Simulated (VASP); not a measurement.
## CdSe: single point with PBE

The system is CdSe.

```
Cd Se
1.0
     4.29850    0.00000    0.00000
    -2.14925    3.72261    0.00000
     0.00000    0.00000    7.01520
Cd Se
2 2
Direct
  0.64652 0.29304 0.95724
  0.33333 0.66667 0.50000
  0.66667 0.33333 0.37500
  0.33333 0.66667 0.87500
```

This cell differs from its parent crystal: atom 1 (Cd) moved by (-0.150, -0.300) A along y and z.

| Property | Result |
| --- | --- |
| Program | VASP 6.6.1 |
| Task | single point |
| Functional | PBE |
| Potentials or basis | VASP PAW PBE potentials, release 64 (Cd, Se) |
| Cutoff | 520 eV |
| k mesh | 6 × 6 × 4 |
| Occupations | gaussian, width 0.05 eV |
| Spin | no spin polarisation |
| Dipole correction | no |
| Further INCAR settings | ALGO = Normal; EDIFF = 1e-06; NBANDS = 26 |

| Quantity | Value |
| --- | --- |
| Pressure | 4.4 GPa |
| Largest force | 1.971 eV/Å |
| Band gap on the k mesh | 0.54 eV, direct |

Forces on the atoms (eV/Å):
```
Cd   0.000  1.550  1.218
Cd   0.000  0.007 -0.404
Se   0.000 -0.027 -0.555
Se   0.000 -1.531 -0.259
```

Stress tensor (GPa, compression positive):
```
3.32 0.00 0.00
0.00 8.27 1.15
0.00 1.15 1.74
```

Levels at points of the mesh, in eV from the valence-band top:
```csv
k point,band 16,band 17,band 18,band 19,band 20,band 21
"(0.00, 0.00, 0.00)",-0.13,-0.03,0.00,0.54,1.93,5.44
"(0.50, 0.00, 0.00)",-2.17,-1.19,-0.89,2.71,3.38,4.65
"(0.00, 0.50, 0.00)",-2.20,-1.32,-0.90,2.99,3.41,4.59
"(0.00, 0.00, 0.50)",-0.68,-0.17,-0.15,1.78,2.49,5.52
"(0.50, 0.00, 0.50)",-1.53,-1.14,-1.09,2.65,3.03,4.22
"(0.00, 0.50, 0.50)",-1.54,-1.13,-1.09,2.79,3.00,4.40
```

Wall time 83 s on 1 thread of Intel(R) Xeon(R) Platinum 8375C CPU @ 2.90GHz (Ice Lake) (shared host), peak memory 0.29 GiB.

Caveat: the cell differs from its parent crystal (atom 1 (Cd) moved by (-0.150, -0.300) A along y and z); forces of over 1 eV/Å act on the atoms, so gaps and moduli don't describe the material at rest.
